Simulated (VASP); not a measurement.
The system is CuO.

```xyz
4
Lattice="1.9776 -2.1391 0.0000 1.9776 2.1391 0.0000 0.0000 0.0000 5.1213" Properties=species:S:1:pos:R:3 pbc="T T T"
Cu    0.9888   -1.0695    0.0000
Cu    0.9888    1.0695    2.5607
O     1.9776    0.0000    1.2803
O     1.9776    0.0000    3.8410
```

Base run:

| Quantity | Value |
| --- | --- |
| Program | VASP 6.6.1 |
| Functional | RPBE |
| Potentials or basis | VASP PAW PBE potentials, release 64 (Cu_sv_GW, O) |
| Cutoff | 820 eV |
| k mesh | 9 × 9 × 5 |
| Occupations | fermi-dirac, width 0.05 eV |
| Spin | no spin polarisation |

Its results: band gap on the k mesh zero (bands 25 and 26 overlap by 0.86 eV); pressure 9.2 GPa.

Problem. The run is repeated on the same cell with these changes: functional from RPBE to LDA; potentials or basis from VASP PAW PBE potentials, release 64 (Cu_sv_GW, O) to VASP PAW LDA potentials, release 64 (Cu_sv_GW, O). What comes out?

Solution. Band gap on the k mesh zero (bands 25 and 26 overlap by 0.88 eV); pressure -9.6 GPa.

Caveats: semilocal functionals often make such compounds metallic where correlation or magnetic order opens a gap, which also shifts bond lengths; the cell stands under pressure (at least some runs); the PAW data sets were made with another functional, which shifts forces and pressure a little (at least some runs); the cell stands under tension (at least some runs).
